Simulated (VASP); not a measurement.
Write the native input for VASP 6.6.1 that does the following.

```
Task                   : single point
Functional             : PBEsol
Dispersion             : D3(BJ)
Potentials or basis    : VASP PAW PBE potentials, release 64 (Hf_pv, In_d, Si, O)
Cutoff                 : 520 eV
k mesh                 : 4 × 4 × 2
Occupations            : fermi-dirac, width 0.05 eV
Spin                   : no spin polarisation
Dipole correction      : no
Further INCAR settings : ALGO = Normal; EDIFF = 1e-06; NBANDS = 63
```

The structure of HfIn4SiO6 lies in POSCAR:

```
HfIn4SiO6
1.0
    5.1398490385      0.0000028115      0.0000000000
   -2.5699269541      4.4512384332      0.0000000000
    0.0000000000      0.0000000000      9.6449770189
Hf In Si O
1 4 1 6
Direct
    0.6666666667      0.3333333333      0.0000000000
    0.0000000000      0.0000000000      0.3270619333
    0.0000000000      0.0000000000      0.6729380667
    0.3333333333      0.6666666667      0.7663499934
    0.3333333333      0.6666666667      0.2336500066
    0.0000000000      0.0000000000      0.0000000000
    0.9795237142      0.7049488535      0.8909545660
    0.2950511465      0.0204762858      0.1090454340
    0.2950511465      0.2745748607      0.8909545660
    0.7254251393      0.7049488535      0.1090454340
    0.7254251393      0.0204762858      0.8909545660
    0.9795237142      0.2745748607      0.1090454340
```

These files were run (other wordings do the same):

INCAR

```
SYSTEM = HfIn4SiO6
PREC = Accurate ; ENCUT = 520
EDIFF = 1E-6 ; ISMEAR = -1
SIGMA = 0.05 ; LREAL = .False.
LASPH = .True. ; NELM = 100
ALGO = Normal ; ISIF = 2
LWAVE = .False. ; LCHARG = .False.
GGA = PS ; IVDW = 12
NBANDS = 63
```

KPOINTS

```
Automatic mesh
0
Gamma
  4 4 2
  0 0 0
```

Potentials or basis: VASP PAW PBE potentials, release 64 (Hf_pv, In_d, Si, O).

Command:

```sh
$ cat potpaw_PBE.64/Hf_pv/POTCAR potpaw_PBE.64/In_d/POTCAR potpaw_PBE.64/Si/POTCAR potpaw_PBE.64/O/POTCAR > POTCAR
$ mpirun -np 1 vasp_std > vasp.out
```

Results of the run:

* Pressure: -0.3 GPa
* Largest force: 0.152 eV/Å
* Band gap on the k mesh: zero (bands 51 and 52 overlap by 0.72 eV)
* Dispersion energy per atom: -0.184 eV

Caveat: the PAW data sets were made with another functional, which shifts forces and pressure a little; spin-orbit coupling is left out, which moves the levels of the heavy elements.

Wall time 5 min on 1 thread of AMD EPYC 7R13, on a shared host, peak memory 0.37 GiB.
